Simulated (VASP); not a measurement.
# CuSi16 (a cell with a defect) in VASP: a series of runs

CuSi16 (a cell with a defect) is run at these levels: PBEsol; tasks: single point.

Program: VASP 6.6.1. These are calculated values, not measurements. Logs are shortened: lines on timing, memory, paths and dates and some standing lists are left out, and cuts for length are marked.

### 1 The cell of the first run

The cell holds a defect, 17 atoms: a = 7.679 Å, b = 7.679 Å, c = 7.679 Å, α = 60.00°, β = 60.00°, γ = 60.00°.

### 2 Single point, PBEsol

Input file INCAR:

```
  PREC = Accurate
  ENCUT = 520
  EDIFF = 1E-6
  ISMEAR = -1
  SIGMA = 0.05
  LREAL = Auto
  LASPH = True
  NELM = 60
  ALGO = Normal
  ISIF = 2
  LWAVE = False
  LCHARG = False
  GGA = PS
  NBANDS = 52
  NELECT = 74.0
```

Input file KPOINTS:

```
regular mesh
0
Gamma
  2 2 2
```

Input file POSCAR:

```
CuSi16
1.0
    0.0000000000      5.4300000000      5.4300000000
    5.4300000000      0.0000000000      5.4300000000
    5.4300000000      5.4300000000      0.0000000000
Si Cu
16 1
Direct
    0.0059542796      0.0055162530     -0.0205148438
    0.1268076892      0.1263627414      0.1116766635
   -0.0143343850     -0.0147292088      0.4859267369
    0.1098800306      0.1098305398      0.6096930516
    0.0045270001      0.4994386036      0.0002830823
    0.1354153972      0.6204508182      0.1207786160
    0.0057808209      0.4794858480      0.5060590798
    0.1268836939      0.6111516042      0.6271421670
    0.4999013950      0.0039563251      0.0002473381
    0.6207540404      0.1349210057      0.1208097839
    0.4795967471      0.0054093804      0.5061270336
    0.6114850582      0.1264108313      0.6271137441
    0.5077285132      0.5071784247      0.0080925074
    0.6314132113      0.6308680429      0.1317156537
    0.4999913604      0.4994931645      0.5048507752
    0.6206495946      0.6203755911      0.6357151166
    0.8424593533      0.8423037348      0.3424487939
```

Potentials or basis: VASP PAW PBE potentials, release 64 (Si, Cu).

Started as:

```sh
cat potpaw_PBE.64/Si/POTCAR potpaw_PBE.64/Cu/POTCAR > POTCAR
mpirun -np 1 vasp_std > vasp.out
```

OUTCAR:

```text
PREC = Accurate
   ENCUT = 520
   EDIFF = 1E-6
   ISMEAR = -1
   LREAL = Auto
   LASPH = True
   NELM = 60
   ISIF = 2
   GGA = PS
   NELECT = 74.0

 ion  position               nearest neighbor table
   1  0.006  0.006  0.979-   4 2.33  17 2.34   2 2.34   6 2.42  10 2.42
   2  0.127  0.126  0.112-   5 2.34   9 2.34   1 2.34   3 2.36
   3  0.986  0.985  0.486-   4 2.34   8 2.36  12 2.36   2 2.36  17 2.69
   4  0.110  0.110  0.610-   7 2.33  11 2.33   1 2.33   3 2.34
   5  0.005  0.499  0.000-   6 2.34  14 2.34   2 2.34   8 2.34
   6  0.135  0.620  0.121-   5 2.34  13 2.34   1 2.42   7 2.42  17 2.47
   7  0.006  0.479  0.506-   4 2.33  17 2.34   8 2.34  16 2.42   6 2.42
   8  0.127  0.611  0.627-  15 2.34   5 2.34   7 2.34   3 2.36
   9  0.500  0.004  0.000-  10 2.34  14 2.34   2 2.34  12 2.34
  10  0.621  0.135  0.121-   9 2.34  13 2.34   1 2.42  11 2.42  17 2.47
  11  0.480  0.005  0.506-   4 2.33  17 2.34  12 2.34  16 2.42  10 2.42
  12  0.611  0.126  0.627-  15 2.34   9 2.34  11 2.34   3 2.36
  13  0.508  0.507  0.008-  14 2.33  10 2.34   6 2.34  16 2.34
  14  0.631  0.631  0.132-  13 2.33   9 2.34   5 2.34  15 2.34
  15  0.500  0.499  0.505-  16 2.34  14 2.34  12 2.34   8 2.34
  16  0.621  0.620  0.636-  15 2.34  13 2.34  11 2.42   7 2.42  17 2.47
  17  0.842  0.842  0.342-  11 2.34   7 2.34   1 2.34  10 2.47   6 2.47  16 2.47   3 2.69

  LATTYP: Found a face centered cubic cell.
 ALAT       =    10.8600000000

  Lattice vectors:

 A1 = (   0.0000000000,   5.4300000000,   5.4300000000)
 A2 = (   5.4300000000,   0.0000000000,   5.4300000000)
 A3 = (   5.4300000000,   5.4300000000,   0.0000000000)

Analysis of symmetry for initial positions (statically):
=====================================================================
 Subroutine PRICEL returns:
 Original cell was already a primitive cell.

 Routine SETGRP: Setting up the symmetry group for a
 face centered cubic supercell.

 Subroutine GETGRP returns: Found  1 space group operations
 (whereof  1 operations were pure point group operations)
 out of a pool of 48 trial point group operations.

The static configuration has the point symmetry C_1 .

Analysis of symmetry for dynamics (positions and initial velocities):
=====================================================================
 Subroutine PRICEL returns:
 Original cell was already a primitive cell.

 Routine SETGRP: Setting up the symmetry group for a
 face centered cubic supercell.

 Subroutine GETGRP returns: Found  1 space group operations
 (whereof  1 operations were pure point group operations)
 out of a pool of 48 trial point group operations.

The dynamic configuration has the point symmetry C_1 .

 Subroutine INISYM returns: Found  1 space group operations
 (whereof  1 operations are pure point group operations),
 and found     1 'primitive' translations

----------------------------------------------------------------------------------------

                                     Primitive cell

  volume of cell :     320.2060

  direct lattice vectors                    reciprocal lattice vectors
     0.000000000  5.430000000  5.430000000    -0.092081031  0.092081031  0.092081031
     5.430000000  0.000000000  5.430000000     0.092081031 -0.092081031  0.092081031
     5.430000000  5.430000000  0.000000000     0.092081031  0.092081031 -0.092081031

  length of vectors
     7.679179644  7.679179644  7.679179644     0.159489025  0.159489025  0.159489025

  position of ions in fractional coordinates (direct lattice)
     0.005954280  0.005516253  0.979485156
     0.126807689  0.126362741  0.111676663
     0.985665615  0.985270791  0.485926737
     0.109880031  0.109830540  0.609693052
     0.004527000  0.499438604  0.000283082
     0.135415397  0.620450818  0.120778616
[... 9 lines left out ...]
     0.620649595  0.620375591  0.635715117
     0.842459353  0.842303735  0.342448794

  ion indices of the primitive-cell ions
   primitive index   ion index
                 1           1
                 2           2
                 3           3
                 4           4
                 5           5
                 6           6
[... 9 lines left out ...]
                16          16
                17          17

----------------------------------------------------------------------------------------

 KPOINTS: regular mesh

Automatic generation of k-mesh.
 Grid dimensions read from file:
 generate k-points for:    2    2    2

 Generating k-lattice:

  Cartesian coordinates                     Fractional coordinates (reciprocal lattice)
    -0.046040516  0.046040516  0.046040516     0.500000000  0.000000000  0.000000000
     0.046040516 -0.046040516  0.046040516     0.000000000  0.500000000  0.000000000
     0.046040516  0.046040516 -0.046040516     0.000000000  0.000000000  0.500000000

  Length of vectors
     0.079744512  0.079744512  0.079744512

  Shift w.r.t. Gamma in fractional coordinates (k-lattice)
     0.000000000  0.000000000  0.000000000

 Subroutine IBZKPT returns following result:
 ===========================================

 Found      8 irreducible k-points:

 Following reciprocal coordinates:
            Coordinates               Weight
  0.000000  0.000000  0.000000      1.000000
  0.500000  0.000000  0.000000      1.000000
  0.000000  0.500000  0.000000      1.000000
  0.000000  0.000000  0.500000      1.000000
  0.500000  0.500000  0.500000      1.000000
  0.500000  0.500000  0.000000      1.000000
  0.000000  0.500000  0.500000      1.000000
  0.500000  0.000000  0.500000      1.000000
   k-points           NKPTS =      8   k-points in BZ     NKDIM =      8   number of bands    NBANDS=     52
   number of dos      NEDOS =    301   number of ions     NIONS =     17
   total plane-waves  NPLWV = 216000
   dimension x,y,z NGX =    60 NGY =   60 NGZ =   60
   dimension x,y,z NGXF=   120 NGYF=  120 NGZF=  120
   ions per type =              16   1
   NGX,Y,Z   is equivalent  to a cutoff of  12.99, 12.99, 12.99 a.u.
   NGXF,Y,Z  is equivalent  to a cutoff of  25.98, 25.98, 25.98 a.u.
 SYSTEM =  unknown system
   PREC   = accura    normal or accurate (medium, high low for compatibility)
   ISTART =      0    job   : 0-new  1-cont  2-samecut
   ICHARG =      2    charge: 1-file 2-atom 10-const
   ISPIN  =      1    spin polarized calculation?
   LNONCOLLINEAR =      F non collinear calculations
   LSORBIT =      F    spin-orbit coupling
   LASPH  =      T    aspherical Exc in radial PAW
   ENCUT  =  520.0 eV  38.22 Ry    6.18 a.u.  14.28 14.28 14.28*2*pi/ulx,y,z
   NELM   =     60;   NELMIN=  2; NELMDL= -5     # of ELM steps
   EDIFF  = 0.1E-05   stopping-criterion for ELM
   LREAL  =      T    real-space projection
   EDIFFG = 0.1E-04   stopping-criterion for IOM
   NSW    =      0    number of steps for IOM
   IBRION =     -1    ionic relax: 0-MD 1-quasi-New 2-CG
   NFREE  =      0    steps in history (QN), initial steepest desc. (CG)
   ISIF   =      2    stress and relaxation
   ISYM   =      2    0-nonsym 1-usesym 2-fastsym
   POTIM  = 0.5000    time-step for ionic-motion
   TEBEG  =    0.0;   TEEND  =   0.0 temperature during run
   PSTRESS=    0.0 pullay stress
   NELECT =      74.0000    total number of electrons
   NUPDOWN=      -1.0000    fix difference up-down
   EMIN   =  10.00;   EMAX   =-10.00  energy-range for DOS
   EFERMI =   0.00;   METHOD = LEGACY
   ISMEAR =    -1;   SIGMA  =   0.05  broadening in eV -4-tet -1-fermi 0-gaus
   EFERMI_NEDOS =   21; number of points for ismear=-14 and -15
   IALGO  =     38    algorithm
   IMIX   =      4    mixing-type and parameters
     AMIX     =   0.40;   BMIX     =  1.00
     AMIX_MAG =   1.60;   BMIX_MAG =  1.00
  volume/ion in A,a.u.               =      18.84       127.11
  Fermi-wavevector in a.u.,A,eV,Ry     =   1.004636  1.898488 13.732283  1.009294
  Thomas-Fermi vector in A             =   2.137265
   LORBIT       =      0    0 simple, 1 ext, 2 COOP (PROOUT), +10 PAW based schemes
   GGA     = PS    functional components
   LHFCALC =     F    Hartree Fock is set to
   AEXX    =    0.0000 exact exchange contribution
   IVDW    =     0    specifies the selected vdW correction
   LEPSILON=     F    determine dielectric tensor
   LRPA    =     F    only Hartree local field effects (RPA)
 non-spin polarized calculation
  energy-cutoff  :      520.00
  volume of cell :      320.21
 maximum number of plane-waves:      8646
 NGX is ok and might be reduce to    60
   NGX = 29   NGY = 29   NGZ = 29

 number of electron      74.0000000 magnetization

 Free energy of the ion-electron system (eV)
  ---------------------------------------------------
  ext. energy  EPLUGINS =         0.00000000
  ---------------------------------------------------
  free energy    TOTEN  =      -100.09829300 eV

  energy without entropy =     -100.07908486  energy(sigma->0) =     -100.08868893

 E-fermi :   6.3562     XC(G=0):  -9.7570

 val. band max:        6.3522464052   @ k =   0.0000   0.0000   0.0000
 cond. band min:       6.3570843240   @ k =   0.0000   0.0000   0.0000
 fundamental gap:      0.0048379188
 Fermi energy:         6.3561512296

 k-point     1 :       0.0000    0.0000    0.0000
  band No.  band energies     occupation
      1      -5.9716      2.00000
      2      -3.5885      2.00000
      3      -3.5608      2.00000
      4      -3.5602      2.00000
      5      -3.5175      2.00000
      6      -2.0679      2.00000
[... 41 lines left out ...]
     48       8.4179      0.00000
     49       8.4213      0.00000

 k-point     2 :       0.5000    0.0000    0.0000
  band No.  band energies     occupation
      1      -5.2741      2.00000
      2      -5.0374      2.00000
      3      -3.3718      2.00000
      4      -3.3085      2.00000
      5      -3.2086      2.00000
      6      -3.0932      2.00000
[... 41 lines left out ...]
     48       9.7596      0.00000
     49       9.8541      0.00000

 k-point     3 :       0.0000    0.5000    0.0000
  band No.  band energies     occupation
      1      -5.2743      2.00000
      2      -5.0372      2.00000
      3      -3.3717      2.00000
      4      -3.3090      2.00000
      5      -3.2088      2.00000
      6      -3.0934      2.00000
[... 41 lines left out ...]
     48       9.7604      0.00000
     49       9.8556      0.00000

 k-point     4 :       0.0000    0.0000    0.5000
  band No.  band energies     occupation
      1      -5.2741      2.00000
      2      -5.0376      2.00000
      3      -3.3718      2.00000
      4      -3.3081      2.00000
      5      -3.2084      2.00000
      6      -3.0932      2.00000
[... 41 lines left out ...]
     48       9.7589      0.00000
     49       9.8527      0.00000

 k-point     5 :       0.5000    0.5000    0.5000
  band No.  band energies     occupation
      1      -5.3396      2.00000
      2      -4.9638      2.00000
      3      -3.2883      2.00000
      4      -3.2871      2.00000
      5      -3.2801      2.00000
      6      -3.1163      2.00000
[... 41 lines left out ...]
     48       9.7369      0.00000
     49       9.7376      0.00000

 k-point     6 :       0.5000    0.5000    0.0000
  band No.  band energies     occupation
      1      -5.0172      2.00000
      2      -4.7784      2.00000
      3      -3.9540      2.00000
      4      -3.8365      2.00000
      5      -3.8135      2.00000
      6      -3.7879      2.00000
[... 41 lines left out ...]
     48      10.3328      0.00000
     49      10.3342      0.00000

 k-point     7 :       0.0000    0.5000    0.5000
  band No.  band energies     occupation
      1      -5.0173      2.00000
      2      -4.7782      2.00000
      3      -3.9540      2.00000
      4      -3.8367      2.00000
      5      -3.8132      2.00000
      6      -3.7880      2.00000
[... 41 lines left out ...]
     48      10.3332      0.00000
     49      10.3346      0.00000

 k-point     8 :       0.5000    0.0000    0.5000
  band No.  band energies     occupation
      1      -5.0174      2.00000
      2      -4.7781      2.00000
      3      -3.9541      2.00000
      4      -3.8368      2.00000
      5      -3.8129      2.00000
      6      -3.7882      2.00000
[... 41 lines left out ...]
     48      10.3331      0.00000
     49      10.3351      0.00000
 [bands above 49 left out]

------------------------ aborting loop because EDIFF is reached ----------------------------------------

  FORCE on cell =-STRESS in cart. coord.  units (eV):
  Direction    XX          YY          ZZ          XY          YZ          ZX
  --------------------------------------------------------------------------------------
  -------------------------------------------------------------------------------------
  Total       -5.4722739     -5.4628749     -5.4847458     -0.1206091     -0.1028383     -0.0928714
  in kB      -27.3809760    -27.3339473    -27.4433801     -0.6034778     -0.5145599     -0.4646897
  external PRESSURE =     -27.3861011 kB  Pullay stress =       0.0000000 kB

 VOLUME and BASIS-vectors are now :
 -----------------------------------------------------------------------------
  energy-cutoff  :      520.00
  volume of cell :      320.21
      direct lattice vectors                 reciprocal lattice vectors
     0.000000000  5.430000000  5.430000000    -0.092081031  0.092081031  0.092081031
     5.430000000  0.000000000  5.430000000     0.092081031 -0.092081031  0.092081031
     5.430000000  5.430000000  0.000000000     0.092081031  0.092081031 -0.092081031

 POSITION                                       TOTAL-FORCE (eV/Angst)
 -----------------------------------------------------------------------------------
      5.34856      5.35094      0.06228        -0.004694     -0.005561      0.011063
      1.29255      1.29497      1.37472        -0.002043     -0.001889     -0.011809
      7.98860      7.99075     10.70218         0.003560      0.004066      0.004075
      3.90701      3.90728      1.19303        -0.000704      0.000262     -0.002879
      2.71349      0.02612      2.73653         0.000889      0.002625      0.004407
      4.02488      1.39113      4.10435         0.002195     -0.001428     -0.001821
[... 9 lines left out ...]
      6.82057      6.82206      6.73877        -0.002021     -0.001475      0.002310
      6.43321      6.43405      9.14826         0.003351      0.004412      0.004013
 -----------------------------------------------------------------------------------
    total drift:                                0.005866      0.002423      0.006977

  FREE ENERGIE OF THE ION-ELECTRON SYSTEM (eV)
  ---------------------------------------------------
  free  energy   TOTEN  =      -100.0982930015 eV

  energy  without entropy=     -100.0790848580  energy(sigma->0) =     -100.08868893
```

Wall time 5.5 min (1 thread of Intel Xeon Platinum 8488C (Sapphire Rapids), shared host); peak memory 0.49 GiB.

Results:

| Quantity | Value |
| --- | --- |
| Free energy | -100.0983 eV |
| Largest force | 0.015 eV/Å |

Forces in eV/Å, atoms in the order of the input:
```
Si  -0.005 -0.006  0.011
Si  -0.002 -0.002 -0.012
Si   0.004  0.004  0.004
Si  -0.001  0.000 -0.003
Si   0.001  0.003  0.004
Si   0.002 -0.001 -0.002
Si  -0.007  0.012 -0.007
Si  -0.002 -0.011 -0.003
Si   0.005  0.000  0.005
Si  -0.001  0.003 -0.002
Si   0.012 -0.006 -0.005
Si  -0.012 -0.002 -0.002
Si  -0.006 -0.007 -0.004
Si   0.007  0.007  0.008
Si   0.004  0.003  0.001
Si  -0.002 -0.001  0.002
Cu   0.003  0.004  0.004
```

Caveat: the k points lie up to 0.50 Å⁻¹ apart; the cell carries a net charge on a neutralising background, which shifts energy and pressure; the cell is charged against a uniform background, so pressure and absolute levels hang on convention; the PAW data sets were made with another functional, which shifts forces and pressure a little.

### 3 Single point, PBEsol

Input file INCAR:

```
SYSTEM = CuSi16
PREC = Accurate
ENCUT = 520
EDIFF = 1E-6
ISMEAR = -1
SIGMA = 0.05
LREAL = Auto
LASPH = .TRUE.
NELM = 80
ALGO = Normal
ISIF = 2
LWAVE = .FALSE.
LCHARG = .FALSE.
GGA = PS
NELECT = 74.0
NBANDS = 52
```

Input file KPOINTS:

```
regular mesh
0
G
  2 2 2
  0 0 0
```

Input file POSCAR:

```
CuSi16
1.0
    0.0000000000      5.4300000000      5.4300000000
    5.4300000000      0.0000000000      5.4300000000
    5.4300000000      5.4300000000      0.0000000000
Si Cu
16 1
Direct
   -0.0135294117     -0.0143767084      0.0425650265
    0.1274975572      0.1267911690      0.1343585721
    0.0065795778      0.0056221683      0.5081743722
    0.1099457513      0.1100389375      0.6700096405
    0.0054118814      0.4999328053     -0.0050113117
    0.1274791932      0.6116067247      0.1343655180
    0.0066654161      0.4796948114      0.5081790908
    0.1363886095      0.6205686238      0.6225555434
    0.5007339938      0.0046352098     -0.0049281720
    0.6123190366      0.1266574051      0.1345945010
    0.4797758993      0.0060511794      0.5083987073
    0.6211399129      0.1354237855      0.6226546281
    0.5007155894      0.4998109256     -0.0049195864
    0.6322831877      0.6315667566      0.1048097280
    0.5088261109      0.5077137009      0.4760565142
    0.6212144142      0.6209658372      0.6226705034
    0.8425953406      0.8423195983      0.4728731046
```

Potentials or basis: VASP PAW PBE potentials, release 64 (Si, Cu).

Started as:

```sh
cat potpaw_PBE.64/Si/POTCAR potpaw_PBE.64/Cu/POTCAR > POTCAR
mpirun -np 1 vasp_std > vasp.out
```

Run time: 5.6 min. Hardware: 1 thread of Intel Xeon Platinum 8488C (Sapphire Rapids), shared host; peak memory 0.5 GiB.

It converged, with:

```yaml
Free_energy: -100.0983 eV
Largest_force: 0.013 eV/Å
```

Forces on the atoms (eV/Å):
```
Si  -0.005 -0.006  0.005
Si   0.004  0.006  0.000
Si   0.005  0.004  0.011
Si   0.002  0.004 -0.001
Si  -0.005  0.000  0.004
Si   0.000  0.007 -0.003
Si  -0.010  0.003 -0.006
Si   0.002  0.004 -0.001
Si   0.000 -0.005  0.003
Si   0.004 -0.001 -0.002
Si   0.004 -0.011 -0.005
Si   0.006  0.005  0.001
Si  -0.003 -0.004 -0.001
Si   0.002  0.002 -0.002
Si  -0.001 -0.007  0.000
Si  -0.001  0.004 -0.006
Cu  -0.005 -0.005  0.005
```

Levels at points of the mesh, in eV from the Fermi level:
```
           k point  band 33  band 34  band 35  band 36  band 37  band 38  band 39  band 40  band 41  band 42
(0.00, 0.00, 0.00)    -1.08    -1.07    -0.69    -0.19    -0.01     0.00     0.25     0.49     0.49     0.60
(0.50, 0.00, 0.00)    -2.05    -0.95    -0.90    -0.88    -0.78     0.45     1.04     1.13     1.22     1.34
(0.00, 0.50, 0.00)    -2.05    -0.95    -0.90    -0.88    -0.77     0.46     1.03     1.13     1.22     1.34
(0.00, 0.00, 0.50)    -2.17    -0.90    -0.90    -0.59    -0.58     0.44     0.89     1.27     1.28     1.48
(0.50, 0.50, 0.50)    -2.05    -0.95    -0.90    -0.88    -0.77     0.46     1.03     1.13     1.22     1.34
(0.50, 0.50, 0.00)    -1.85    -1.52    -1.50    -1.43    -1.13     0.59     0.88     1.84     1.98     2.10
(0.00, 0.50, 0.50)    -1.85    -1.52    -1.50    -1.43    -1.13     0.59     0.88     1.84     1.98     2.10
(0.50, 0.00, 0.50)    -1.86    -1.52    -1.50    -1.43    -1.13     0.59     0.88     1.85     1.98     2.10
```

Caveat: the k points lie up to 0.50 Å⁻¹ apart; the cell carries a net charge on a neutralising background, which shifts energy and pressure; the cell is charged against a uniform background, so pressure and absolute levels hang on convention; the PAW data sets were made with another functional, which shifts forces and pressure a little.

[end of part 1 of 2]
